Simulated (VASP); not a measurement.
# Si (C2/m) in VASP: a series of runs

The runs below take Si through single point, with r2SCAN.

Everything below comes from runs of VASP 6.6.1. Logs are shortened: lines on timing, memory, paths and dates and some standing lists are left out, and cuts for length are marked.

### Step 1. The cell of the first run

Symmetry: C2/m, No. 12, monoclinic system. The conventional cell has a = 4.186 Å, b = 3.318 Å, c = 4.186 Å, α = 90.00°, β = 104.85°, γ = 90.00°. Si (site symmetry m) has 14 Si at 2.53 to 3.36 Å within 3.4 Å.

### Step 2. Single point, r2SCAN

File POSCAR:

```
Si
1.0
   -1.6588457136     -1.6588457136      1.2763369320
   -1.6588457136      1.6588457136      1.2763369320
   -3.3176914272      0.0000000000     -2.5526738641
Si
2
Direct
    0.5053125700      0.5053125700      0.5016876213
   -0.0053125700     -0.0053125700     -0.0016876213
```

File INCAR.step1:

```
SYSTEM = Si
PREC = Accurate
ENCUT = 520
ISMEAR = 0
SIGMA = 0.15
LREAL = .False.
LASPH = .True.
NELM = 100
NBANDS = 11
GGA = PE
ALGO = Normal
EDIFF = 1E-4
LWAVE = .True.
LCHARG = .False.
```

File INCAR.step2:

```
SYSTEM = Si
PREC = Accurate
ENCUT = 520
EDIFF = 1E-7
ISMEAR = 0
SIGMA = 0.15
LREAL = .False.
LASPH = .True.
NELM = 100
ALGO = Normal
ISIF = 2
LWAVE = .False.
LCHARG = .True.
METAGGA = R2SCAN
LMIXTAU = .True.
LELF = .True.
LVHAR = .True.
NBANDS = 11
ISTART = 1
```

File KPOINTS:

```
Automatic mesh
0
Gamma
  24 24 16
  0 0 0
```

Potentials or basis: VASP PAW PBE potentials, release 64 (Si).

On the command line:

```
cat potpaw_PBE.64/Si/POTCAR > POTCAR
cp INCAR.step1 INCAR
mpirun -np 1 vasp_std > vasp.out
cp INCAR.step2 INCAR
mpirun -np 1 vasp_std > vasp.out
```

OUTCAR:

```text
SYSTEM = Si
   PREC = Accurate
   ENCUT = 520
   EDIFF = 1E-7
   ISMEAR = 0
   LREAL = .False.
   LASPH = .True.
   NELM = 100
   ISIF = 2
   METAGGA = R2SCAN
   ISTART = 1

 ion  position               nearest neighbor table
   1  0.505  0.505  0.502-   2 2.53   2 2.57   2 2.65   2 2.65   2 2.69   2 2.69
   2  0.995  0.995  0.998-   1 2.53   1 2.57   1 2.65   1 2.65   1 2.69   1 2.69

  LATTYP: Found a base centered monoclinic cell.
 ALAT       =     4.1860745648
 B/A-ratio  =     0.7925543073
 C/A-ratio  =     1.0000000000
 COS(beta)  =    -0.2562846602

  Lattice vectors:

 A1 = (   1.6588457136,   1.6588457136,  -1.2763369320)
 A2 = (   1.6588457136,  -1.6588457136,  -1.2763369320)
 A3 = (  -3.3176914272,   0.0000000000,  -2.5526738641)

Analysis of symmetry for initial positions (statically):
=====================================================================
 Subroutine PRICEL returns:
 Original cell was already a primitive cell.

 Routine SETGRP: Setting up the symmetry group for a
 base centered monoclinic supercell.

 Subroutine GETGRP returns: Found  4 space group operations
 (whereof  2 operations were pure point group operations)
 out of a pool of  4 trial point group operations.

The static configuration has the point symmetry C_1h.
 The point group associated with its full space group is C_2h.

Analysis of symmetry for dynamics (positions and initial velocities):
=====================================================================
 Subroutine PRICEL returns:
 Original cell was already a primitive cell.

 Routine SETGRP: Setting up the symmetry group for a
 base centered monoclinic supercell.

 Subroutine GETGRP returns: Found  4 space group operations
 (whereof  2 operations were pure point group operations)
 out of a pool of  4 trial point group operations.

The dynamic configuration has the point symmetry C_1h.
 The point group associated with its full space group is C_2h.

 Subroutine INISYM returns: Found  4 space group operations
 (whereof  2 operations are pure point group operations),
 and found     1 'primitive' translations

----------------------------------------------------------------------------------------

                                     Primitive cell

  volume of cell :      28.0975

  direct lattice vectors                    reciprocal lattice vectors
    -1.658845714 -1.658845714  1.276336932    -0.150707204 -0.301414409  0.195873044
    -1.658845714  1.658845714  1.276336932    -0.150707204  0.301414409  0.195873044
[... 94 lines left out ...]
   TEBEG  =    0.0;   TEEND  =   0.0 temperature during run
   PSTRESS=    0.0 pullay stress
   NELECT =       8.0000    total number of electrons
   NUPDOWN=      -1.0000    fix difference up-down
   EMIN   =  10.00;   EMAX   =-10.00  energy-range for DOS
   EFERMI =   0.00;   METHOD = LEGACY
   ISMEAR =     0;   SIGMA  =   0.15  broadening in eV -4-tet -1-fermi 0-gaus
   EFERMI_NEDOS =   21; number of points for ismear=-14 and -15
   IALGO  =     38    algorithm
   IMIX   =      4    mixing-type and parameters
     AMIX     =   0.40;   BMIX     =  1.00
     AMIX_MAG =   1.60;   BMIX_MAG =  1.00
  volume/ion in A,a.u.               =      14.05        94.81
  Fermi-wavevector in a.u.,A,eV,Ry     =   1.077000  2.035235 15.781794  1.159929
  Thomas-Fermi vector in A             =   2.212900
   LORBIT       =      0    0 simple, 1 ext, 2 COOP (PROOUT), +10 PAW based schemes
   METAGGA = R2SCAN    functional components
   LHFCALC =     F    Hartree Fock is set to
   AEXX    =    0.0000 exact exchange contribution
   IVDW    =     0    specifies the selected vdW correction
   LEPSILON=     F    determine dielectric tensor
   LRPA    =     F    only Hartree local field effects (RPA)
 non-spin polarized calculation
 Gauss-broadening in eV      SIGMA  =   0.15
  energy-cutoff  :      520.00
  volume of cell :       28.10
 maximum number of plane-waves:       774
   NGX =  9   NGY =  9   NGZ = 15

 number of electron       8.0000000 magnetization

 Free energy of the ion-electron system (eV)
  ---------------------------------------------------
  ext. energy  EPLUGINS =         0.00000000
  ---------------------------------------------------
  free energy    TOTEN  =       -16.19597991 eV

  energy without entropy =      -16.18801199  energy(sigma->0) =      -16.19199595

 E-fermi :  10.5425     XC(G=0): -12.0349

 val. band max:       10.5421874478   @ k =   0.4167   0.2500   0.4375
 cond. band min:      10.5448186247   @ k =   0.4583   0.2500   0.0000
 fundamental gap:      0.0026311769
 Fermi energy:        10.5424976797

 k-point     1 :       0.0000    0.0000    0.0000
  band No.  band energies     occupation
      1      -5.0690      2.00000
      2       3.7527      2.00000
      3       4.5765      2.00000
      4      15.5522      0.00000
      5      16.8665      0.00000
      6      17.2315      0.00000
      7      19.8838      0.00000
      8      20.4115      0.00000
      9      20.5556      0.00000
     10      20.6012      0.00000
     11      23.5430      0.00000
[... 309 lines left out ...]
 k-point    24 :       0.4583    0.0417   -0.0000
  band No.  band energies     occupation
      1      -0.3626      2.00000
      2       1.8544      2.00000
      3       6.4834      2.00000
      4       8.6409      2.00000
      5      11.0413      0.00000
      6      13.1152      0.00000
      7      17.3769      0.00000
      8      18.3638      0.00000
      9      20.9885      0.00000
     10      22.0351      0.00000
     11      24.5264      0.00000

 [... further k-points ...]

------------------------ aborting loop because EDIFF is reached ----------------------------------------

  FORCE on cell =-STRESS in cart. coord.  units (eV):
  Direction    XX          YY          ZZ          XY          YZ          ZX
  --------------------------------------------------------------------------------------
  -------------------------------------------------------------------------------------
  Total       -0.0259281      0.0055945      0.1053016      0.0000000      0.0000000     -0.0283254
  in kB       -1.4784764      0.3190085      6.0045205      0.0000000      0.0000000     -1.6151761
  external PRESSURE =       1.6150175 kB  Pullay stress =       0.0000000 kB

 VOLUME and BASIS-vectors are now :
 -----------------------------------------------------------------------------
  energy-cutoff  :      520.00
  volume of cell :       28.10
      direct lattice vectors                 reciprocal lattice vectors
    -1.658845714 -1.658845714  1.276336932    -0.150707204 -0.301414409  0.195873044
    -1.658845714  1.658845714  1.276336932    -0.150707204  0.301414409  0.195873044
    -3.317691427  0.000000000 -2.552673864    -0.150707204  0.000000000 -0.195873044

 POSITION                                       TOTAL-FORCE (eV/Angst)
 -----------------------------------------------------------------------------------
     -3.34092      0.00000      0.00925         0.015693      0.000000     -0.005504
     -6.61216      0.00000     -0.00925        -0.015693      0.000000      0.005504
 -----------------------------------------------------------------------------------
    total drift:                                0.000000      0.000000      0.000000

  FREE ENERGIE OF THE ION-ELECTRON SYSTEM (eV)
  ---------------------------------------------------
  free  energy   TOTEN  =       -16.1959799125 eV

  energy  without entropy=      -16.1880119878  energy(sigma->0) =      -16.19199595
```

Run time: 35 min. Hardware: 1 thread of Oxide Virtual Turin-like, shared host; peak memory 0.59 GiB.

Results:

```yaml
Free_energy: -16.1960 eV
Pressure: 0.2 GPa
Largest_force: 0.017 eV/Å
Band_gap_on_the_k_mesh: zero (bands 4 and 5 overlap by 9.03 eV)
```

Forces on the atoms (eV/Å):
```
Si   0.016  0.000 -0.006
Si  -0.016  0.000  0.006
```

Caveat: the PAW data sets were made with another functional, which shifts forces and pressure a little.

### Step 3. Single point, r2SCAN (atoms displaced along a vibrational mode)

File POSCAR:

```
Si
1.0
   -1.6588457136     -1.6588457136      1.2763369320
   -1.6588457136      1.6588457136      1.2763369320
   -3.3176914272      0.0000000000     -2.5526738641
Si
2
Direct
    0.5106251400      0.5106251400      0.5033752426
   -0.0106251400     -0.0106251400     -0.0033752426
```

File INCAR.step1:

```
PREC = Accurate ; ENCUT = 520
ISMEAR = 0 ; SIGMA = 0.15
LREAL = F ; LASPH = T
NELM = 100 ; NBANDS = 11
GGA = PE ; ALGO = Normal
EDIFF = 1E-4 ; LWAVE = T
LCHARG = F
```

File INCAR.step2:

```
PREC = Accurate ; ENCUT = 520
EDIFF = 1E-6 ; ISMEAR = 0
SIGMA = 0.15 ; LREAL = F
LASPH = T ; NELM = 100
ALGO = Normal ; ISIF = 2
LWAVE = F ; LCHARG = T
METAGGA = R2SCAN ; LMIXTAU = T
LELF = T ; LVHAR = T
NBANDS = 11 ; ISTART = 1
```

File KPOINTS:

```
regular mesh
0
Gamma
  24 24 16
```

Potentials or basis: VASP PAW PBE potentials, release 64 (Si).

On the command line:

```
cat potpaw_PBE.64/Si/POTCAR > POTCAR
cp INCAR.step1 INCAR
mpirun -np 1 vasp_std > vasp.out
cp INCAR.step2 INCAR
mpirun -np 1 vasp_std > vasp.out
```

Wall time 25 min (1 thread of Oxide Virtual Turin-like, shared host); peak memory 0.59 GiB.

The run converged. Its results:

```
Free energy            : -16.1948 eV
Pressure               : 0.2 GPa
Largest force          : 0.032 eV/Å
Band gap on the k mesh : zero (bands 4 and 5 overlap by 8.96 eV)
```

Forces in eV/Å, atoms in the order of the input:
```
Si   0.030  0.000 -0.009
Si  -0.030  0.000  0.009
```

Stress tensor (GPa, compression positive):
```
-0.08  0.00 -0.06
 0.00  0.06  0.00
-0.06  0.00  0.70
```

Levels at points of the mesh, in eV from the Fermi level:
```tsv
k point	band 1	band 2	band 3	band 4	band 5	band 6	band 7	band 8
(0.00, 0.00, 0.00)	-15.61	-6.79	-5.96	5.00	6.32	6.69	9.36	9.80
(0.50, 0.00, 0.00)	-9.96	-9.80	-3.22	-2.92	1.40	1.53	7.48	7.52
(0.50, 0.50, 0.00)	-6.79	-5.97	-3.08	-3.06	-2.25	1.08	5.02	6.08
(0.00, 0.00, 0.50)	-13.37	-13.16	4.48	4.48	5.32	5.63	7.32	7.74
(0.50, 0.00, 0.50)	-9.39	-8.03	-6.79	-5.94	5.03	6.32	6.68	9.82
(0.50, 0.50, 0.50)	-6.58	-6.54	-2.06	-1.63	-1.03	-0.77	1.56	1.71
```

Caveat: the cell differs from its parent crystal (atoms displaced along a vibrational mode); the PAW data sets were made with another functional, which shifts forces and pressure a little.
